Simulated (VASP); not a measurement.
CoO:

```
Co O
1.0
     2.50242    0.00000    0.00000
     0.00000    2.50242    0.00000
     0.00000    0.00000    2.50242
Co O
1 1
Direct
  0.00000 0.00000 0.00000
  0.50000 0.50000 0.50000
```

Base run:

- Program: VASP 6.6.1
- Functional: r2SCAN
- Potentials or basis: VASP PAW PBE potentials, release 64 (Co, O)
- Cutoff: 520 eV
- k mesh: 10 × 10 × 10
- Occupations: gaussian, width 0.02 eV
- Spin: no spin polarisation
- Hubbard terms: Co d U = 3.32 eV

Its results: pressure 6.1 GPa.

Question: The run is repeated on the same cell with these changes: potentials or basis from VASP PAW PBE potentials, release 64 (Co, O) to VASP PAW PBE potentials, release 64 (Co_sv, O); cutoff from 520 eV to 660 eV; further incar settings from ALGO = Normal; EDIFF = 1e-06; NBANDS = 14 to ALGO = Normal; EDIFF = 1e-06; NBANDS = 18; valence electrons from 15 to 23. What comes out?

Answer: Pressure 6.9 GPa.

Caveats: the PAW data sets were made with another functional, which shifts forces and pressure a little; an odd number of electrons without spin polarisation forces a metal; a magnetic or distorted state may lie lower; the run has no spin polarisation, though such a crystal can be magnetic; U without spin polarisation on a metal has little footing.
